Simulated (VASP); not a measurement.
# BaIr3 (Pm-3m) in VASP: further runs

BaIr3 is run at these levels: PBE; tasks: single point, relaxation of cell and atoms.

All numbers are computed with VASP 6.6.1; they aren't measurements. Logs are shortened: lines on timing, memory, paths and dates and some standing lists are left out, and cuts for length are marked.

### 1 The cell of the first run

The structure is cubic, space group Pm-3m (No. 221). Conventional cell: a = 4.238 Å, b = 4.238 Å, c = 4.238 Å, α = 90.00°, β = 90.00°, γ = 90.00°. Ba (site symmetry m-3m) has 12 Ir at 3.00 Å within 3.9 Å. Within 3.9 Å of Ir (site symmetry 4/mmm) lie 4 Ba at 3.00 Å and 8 Ir at 3.00 Å.

### 2 Single point, PBE

File INCAR:

```
SYSTEM = BaIr3
PREC = Accurate
ENCUT = 520
EDIFF = 1E-6
ISMEAR = 0
SIGMA = 0.1
LREAL = .False.
LASPH = .True.
NELM = 100
ALGO = Fast
ISIF = 2
LWAVE = .False.
LCHARG = .False.
GGA = PE
NBANDS = 26
```

File KPOINTS:

```
Automatic mesh
0
Gamma
  4 4 4
  0 0 0
```

File POSCAR:

```
BaIr3
1.0
    4.2383974027      0.0000000000      0.0000000000
    0.0000000000      4.2383974027      0.0000000000
    0.0000000000      0.0000000000      4.2383974027
Ba Ir
1 3
Direct
    0.0000000000      0.0000000000      0.0000000000
    0.0000000000      0.5000000000      0.5000000000
    0.5000000000      0.0000000000      0.5000000000
    0.5000000000      0.5000000000      0.0000000000
```

Potentials or basis: VASP PAW PBE potentials, release 64 (Ba_sv, Ir).

Launch:

```bash
$ cat potpaw_PBE.64/Ba_sv/POTCAR potpaw_PBE.64/Ir/POTCAR > POTCAR
$ mpirun -np 1 vasp_std > vasp.out
```

OUTCAR:

```text
SYSTEM = BaIr3
   PREC = Accurate
   ENCUT = 520
   EDIFF = 1E-6
   ISMEAR = 0
   LREAL = .False.
   LASPH = .True.
   NELM = 100
   ISIF = 2
   GGA = PE

 ion  position               nearest neighbor table
   1  0.000  0.000  0.000-   2 3.00   3 3.00   4 3.00   2 3.00   3 3.00   2 3.00   4 3.00   2 3.00
                             3 3.00   4 3.00   3 3.00   4 3.00
   2  0.000  0.500  0.500-   1 3.00   3 3.00   4 3.00   1 3.00   4 3.00   1 3.00   3 3.00   1 3.00
                             3 3.00   4 3.00   4 3.00   3 3.00
   3  0.500  0.000  0.500-   1 3.00   2 3.00   4 3.00   1 3.00   4 3.00   2 3.00   4 3.00   4 3.00
                             1 3.00   2 3.00   1 3.00   2 3.00
   4  0.500  0.500  0.000-   1 3.00   2 3.00   3 3.00   2 3.00   3 3.00   1 3.00   3 3.00   3 3.00
                             1 3.00   2 3.00   2 3.00   1 3.00

  LATTYP: Found a simple cubic cell.
 ALAT       =     4.2383974027

  Lattice vectors:

 A1 = (   4.2383974027,   0.0000000000,   0.0000000000)
 A2 = (   0.0000000000,   4.2383974027,   0.0000000000)
 A3 = (   0.0000000000,   0.0000000000,   4.2383974027)

Analysis of symmetry for initial positions (statically):
=====================================================================
 Subroutine PRICEL returns:
 Original cell was already a primitive cell.

 Routine SETGRP: Setting up the symmetry group for a
 simple cubic supercell.

 Subroutine GETGRP returns: Found 48 space group operations
 (whereof 48 operations were pure point group operations)
 out of a pool of 48 trial point group operations.

The static configuration has the point symmetry O_h .

Analysis of symmetry for dynamics (positions and initial velocities):
=====================================================================
 Subroutine PRICEL returns:
 Original cell was already a primitive cell.

 Routine SETGRP: Setting up the symmetry group for a
 simple cubic supercell.

 Subroutine GETGRP returns: Found 48 space group operations
 (whereof 48 operations were pure point group operations)
 out of a pool of 48 trial point group operations.

The dynamic configuration has the point symmetry O_h .

 Subroutine INISYM returns: Found 48 space group operations
 (whereof 48 operations are pure point group operations),
 and found     1 'primitive' translations

----------------------------------------------------------------------------------------

                                     Primitive cell

  volume of cell :      76.1386

  direct lattice vectors                    reciprocal lattice vectors
     4.238397403  0.000000000  0.000000000     0.235938234  0.000000000  0.000000000
     0.000000000  4.238397403  0.000000000     0.000000000  0.235938234  0.000000000
     0.000000000  0.000000000  4.238397403     0.000000000  0.000000000  0.235938234

  length of vectors
     4.238397403  4.238397403  4.238397403     0.235938234  0.235938234  0.235938234

  position of ions in fractional coordinates (direct lattice)
     0.000000000  0.000000000  0.000000000
     0.000000000  0.500000000  0.500000000
     0.500000000  0.000000000  0.500000000
     0.500000000  0.500000000  0.000000000

  ion indices of the primitive-cell ions
   primitive index   ion index
                 1           1
                 2           2
                 3           3
                 4           4

----------------------------------------------------------------------------------------

 KPOINTS: Automatic mesh

Automatic generation of k-mesh.
 Grid dimensions read from file:
 generate k-points for:    4    4    4

 Generating k-lattice:

  Cartesian coordinates                     Fractional coordinates (reciprocal lattice)
     0.058984559  0.000000000  0.000000000     0.250000000  0.000000000  0.000000000
     0.000000000  0.058984559  0.000000000     0.000000000  0.250000000  0.000000000
     0.000000000  0.000000000  0.058984559     0.000000000  0.000000000  0.250000000

  Length of vectors
     0.058984559  0.058984559  0.058984559

  Shift w.r.t. Gamma in fractional coordinates (k-lattice)
     0.000000000  0.000000000  0.000000000

 Subroutine IBZKPT returns following result:
 ===========================================

 Found     10 irreducible k-points:

 Following reciprocal coordinates:
            Coordinates               Weight
  0.000000  0.000000  0.000000      1.000000
  0.250000  0.000000  0.000000      6.000000
  0.500000  0.000000  0.000000      3.000000
  0.250000  0.250000  0.000000     12.000000
  0.500000  0.250000  0.000000     12.000000
  0.500000  0.500000  0.000000      3.000000
  0.250000  0.250000  0.250000      8.000000
  0.500000  0.250000  0.250000     12.000000
  0.500000  0.500000  0.250000      6.000000
  0.500000  0.500000  0.500000      1.000000
   k-points           NKPTS =     10   k-points in BZ     NKDIM =     10   number of bands    NBANDS=     26
   number of dos      NEDOS =    301   number of ions     NIONS =      4
   total plane-waves  NPLWV =  32768
   dimension x,y,z NGX =    32 NGY =   32 NGZ =   32
   dimension x,y,z NGXF=    64 NGYF=   64 NGZF=   64
   ions per type =               1   3
   NGX,Y,Z   is equivalent  to a cutoff of  12.55, 12.55, 12.55 a.u.
   NGXF,Y,Z  is equivalent  to a cutoff of  25.10, 25.10, 25.10 a.u.
 SYSTEM =  BaIr3
   PREC   = accura    normal or accurate (medium, high low for compatibility)
   ISTART =      0    job   : 0-new  1-cont  2-samecut
   ICHARG =      2    charge: 1-file 2-atom 10-const
   ISPIN  =      1    spin polarized calculation?
   LNONCOLLINEAR =      F non collinear calculations
   LSORBIT =      F    spin-orbit coupling
   LASPH  =      T    aspherical Exc in radial PAW
   ENCUT  =  520.0 eV  38.22 Ry    6.18 a.u.   7.88  7.88  7.88*2*pi/ulx,y,z
   NELM   =    100;   NELMIN=  2; NELMDL= -5     # of ELM steps
   EDIFF  = 0.1E-05   stopping-criterion for ELM
   LREAL  =      F    real-space projection
   EDIFFG = 0.1E-04   stopping-criterion for IOM
   NSW    =      0    number of steps for IOM
   IBRION =     -1    ionic relax: 0-MD 1-quasi-New 2-CG
   NFREE  =      0    steps in history (QN), initial steepest desc. (CG)
   ISIF   =      2    stress and relaxation
   ISYM   =      2    0-nonsym 1-usesym 2-fastsym
   POTIM  = 0.5000    time-step for ionic-motion
   TEBEG  =    0.0;   TEEND  =   0.0 temperature during run
   PSTRESS=    0.0 pullay stress
   NELECT =      37.0000    total number of electrons
   NUPDOWN=      -1.0000    fix difference up-down
   EMIN   =  10.00;   EMAX   =-10.00  energy-range for DOS
   EFERMI =   0.00;   METHOD = LEGACY
   ISMEAR =     0;   SIGMA  =   0.10  broadening in eV -4-tet -1-fermi 0-gaus
   EFERMI_NEDOS =   21; number of points for ismear=-14 and -15
   IALGO  =     68    algorithm
   IMIX   =      4    mixing-type and parameters
     AMIX     =   0.40;   BMIX     =  1.00
     AMIX_MAG =   1.60;   BMIX_MAG =  1.00
  volume/ion in A,a.u.               =      19.03       128.45
  Fermi-wavevector in a.u.,A,eV,Ry     =   1.287085  2.432237 22.539228  1.656587
  Thomas-Fermi vector in A             =   2.419120
   LORBIT       =      0    0 simple, 1 ext, 2 COOP (PROOUT), +10 PAW based schemes
   GGA     = PE    functional components
   LHFCALC =     F    Hartree Fock is set to
   AEXX    =    0.0000 exact exchange contribution
   IVDW    =     0    specifies the selected vdW correction
   LEPSILON=     F    determine dielectric tensor
   LRPA    =     F    only Hartree local field effects (RPA)
 non-spin polarized calculation
 RMM-DIIS sequential band-by-band and
 Gauss-broadening in eV      SIGMA  =   0.10
  energy-cutoff  :      520.00
  volume of cell :       76.14
 maximum number of plane-waves:      2103
 NGX is ok and might be reduce to    32
   NGX = 15   NGY = 15   NGZ = 15

 number of electron      37.0000009 magnetization

 Free energy of the ion-electron system (eV)
  ---------------------------------------------------
  ext. energy  EPLUGINS =         0.00000000
  ---------------------------------------------------
  free energy    TOTEN  =       -24.76039756 eV

  energy without entropy =      -24.72674654  energy(sigma->0) =      -24.74357205

 E-fermi :   5.9566     XC(G=0): -12.2417

 val. band max:        5.9128049041   @ k =   0.5000   0.2500   0.0000
 cond. band min:       5.9860819233   @ k =   0.2500   0.0000   0.0000
 fundamental gap:      0.0732770192
 Fermi energy:         5.9565614216

 k-point     1 :       0.0000    0.0000    0.0000
  band No.  band energies     occupation
      1     -19.6484      2.00000
      2      -5.0918      2.00000
      3      -5.0918      2.00000
      4      -5.0918      2.00000
      5      -0.6806      2.00000
      6       1.3785      2.00000
[... 18 lines left out ...]
     25      11.0304      0.00000
     26      15.6664      0.00000

 k-point     2 :       0.2500    0.0000    0.0000
  band No.  band energies     occupation
      1     -19.6105      2.00000
      2      -5.7432      2.00000
      3      -5.1857      2.00000
      4      -5.1857      2.00000
      5       0.1899      2.00000
      6       1.9554      2.00000
[... 18 lines left out ...]
     25      12.8392      0.00000
     26      12.9349      0.00000

 k-point     3 :       0.5000    0.0000    0.0000
  band No.  band energies     occupation
      1     -19.5720      2.00000
      2      -6.2536      2.00000
      3      -5.2745      2.00000
      4      -5.2745      2.00000
      5       1.4377      2.00000
      6       2.5555      2.00000
[... 166 lines left out ...]
 k-point     9 :       0.5000    0.5000    0.2500
  band No.  band energies     occupation
      1     -19.5319      2.00000
      2      -5.7279      2.00000
      3      -5.7279      2.00000
      4      -5.4647      2.00000
      5       1.3709      2.00000
      6       1.6928      2.00000
[... 18 lines left out ...]
     25      11.0794      0.00000
     26      11.6323      0.00000

 k-point    10 :       0.5000    0.5000    0.5000
  band No.  band energies     occupation
      1     -19.5306      2.00000
      2      -5.5266      2.00000
      3      -5.5266      2.00000
      4      -5.5266      2.00000
      5       0.9518      2.00000
      6       0.9518      2.00000
[... 18 lines left out ...]
     25      10.3278      0.00000
     26      10.3278      0.00000

------------------------ aborting loop because EDIFF is reached ----------------------------------------

  FORCE on cell =-STRESS in cart. coord.  units (eV):
  Direction    XX          YY          ZZ          XY          YZ          ZX
  --------------------------------------------------------------------------------------
  -------------------------------------------------------------------------------------
  Total        0.9785113      0.9785113      0.9785113      0.0000000     -0.0000000     -0.0000000
  in kB       20.5907131     20.5907131     20.5907131      0.0000000     -0.0000000     -0.0000000
  external PRESSURE =      20.5907131 kB  Pullay stress =       0.0000000 kB

 VOLUME and BASIS-vectors are now :
 -----------------------------------------------------------------------------
  energy-cutoff  :      520.00
  volume of cell :       76.14
      direct lattice vectors                 reciprocal lattice vectors
     4.238397403  0.000000000  0.000000000     0.235938234  0.000000000  0.000000000
     0.000000000  4.238397403  0.000000000     0.000000000  0.235938234  0.000000000
     0.000000000  0.000000000  4.238397403     0.000000000  0.000000000  0.235938234

 POSITION                                       TOTAL-FORCE (eV/Angst)
 -----------------------------------------------------------------------------------
      0.00000      0.00000      0.00000         0.000000      0.000000      0.000000
      0.00000      2.11920      2.11920         0.000000      0.000000      0.000000
      2.11920      0.00000      2.11920         0.000000      0.000000      0.000000
      2.11920      2.11920      0.00000         0.000000      0.000000      0.000000
 -----------------------------------------------------------------------------------
    total drift:                                0.000000     -0.000000     -0.000000

  FREE ENERGIE OF THE ION-ELECTRON SYSTEM (eV)
  ---------------------------------------------------
  free  energy   TOTEN  =       -24.7603975637 eV

  energy  without entropy=      -24.7267465381  energy(sigma->0) =      -24.74357205
```

It took 26 s on 1 thread of Oxide Virtual Turin-like, shared host; peak memory 0.15 GiB.

Results:

```yaml
Free_energy: -24.7604 eV
Pressure: 2.1 GPa
```

Levels at points of the mesh, in eV from the Fermi level:
```
           k point  band 14  band 15  band 16  band 17  band 18  band 19  band 20  band 21  band 22  band 23
(0.00, 0.00, 0.00)    -1.37     0.09     0.09     0.95     1.37     1.37     1.37     4.20     4.20     4.20
(0.50, 0.00, 0.00)    -1.79    -1.09    -0.88    -0.38    -0.38    -0.30     0.28     1.37     3.49     3.49
(0.50, 0.50, 0.00)    -1.47    -1.19    -0.69    -0.57    -0.57    -0.48    -0.40     0.38     2.93     2.93
(0.50, 0.50, 0.50)    -1.44    -0.86    -0.86     0.08     1.00     1.00     1.00     3.48     3.48     3.48
```

Caveat: the k points lie up to 0.37 Å⁻¹ apart; spin-orbit coupling is left out, which moves the levels of the heavy elements.

[end of part 1 of 3]
